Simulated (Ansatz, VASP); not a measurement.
# One calculation of Lu, two programs

The input INCAR:

```
SYSTEM = Lu
PREC = Accurate
ENCUT = 520
EDIFF = 1E-7
ISMEAR = -1
SIGMA = 0.1
LREAL = .False.
LASPH = .True.
NELM = 80
ALGO = Normal
ISIF = 2
LWAVE = .False.
LCHARG = .False.
GGA = PE
NBANDS = 18
```

KPOINTS

```
Automatic mesh
0
Gamma
  12 12 12
  0 0 0
```

The input POSCAR:

```
Lu
1.0
    3.0379670661      0.0000000000      0.0000000000
    0.0000000000      3.0379670661      0.0000000000
    0.0000000000      0.0000000000      3.0379670661
Lu
1
Direct
    0.0000000000      0.0000000000      0.0000000000
```

Input for Ansatz:

```yaml
crystal:
  lattice:
    - [3.0379670661, 0.0, 0.0]
    - [0.0, 3.0379670661, 0.0]
    - [0.0, 0.0, 3.0379670661]
  atoms:
    - { symbol: Lu, position: [0.0, 0.0, 0.0] }
kpoints:
  mp_grid: { grid: [12, 12, 12] }
scf:
  occupations: { method: fermi_dirac, width: 0.1 }
hamiltonian:
  xc: pbe
  pseudopotentials: { kind: paw }
output:
  forces: true
  stress: true
  eigenvalues: true
  populations: true
  write_density: true
  write_potential: true
  elf: true
  volumetric_format: npy
```

Change from the starting cell: volume scaled by 0.85, PAW files.

Alike in both runs: task single point; functional PBE; k mesh 12 × 12 × 12; occupations fermi-dirac, width 0.1 eV; no spin polarisation.

```csv
,VASP,Ansatz
version,VASP 6.6.1,Ansatz 0.2.0
potentials or method,"VASP PAW PBE potentials, release 64 (Lu)","PAW with Ansatz's default frozen-core files, scalar-relativistic"
plane-wave cutoff (eV),520,420
valence electrons in the cell,25,25
```

Ansatz gave:

```
pressure (GPa) : 6.1
```

Question: Which values does VASP return?

Answer: Pressure (GPa): 6.3.

Spin-orbit coupling is off throughout.
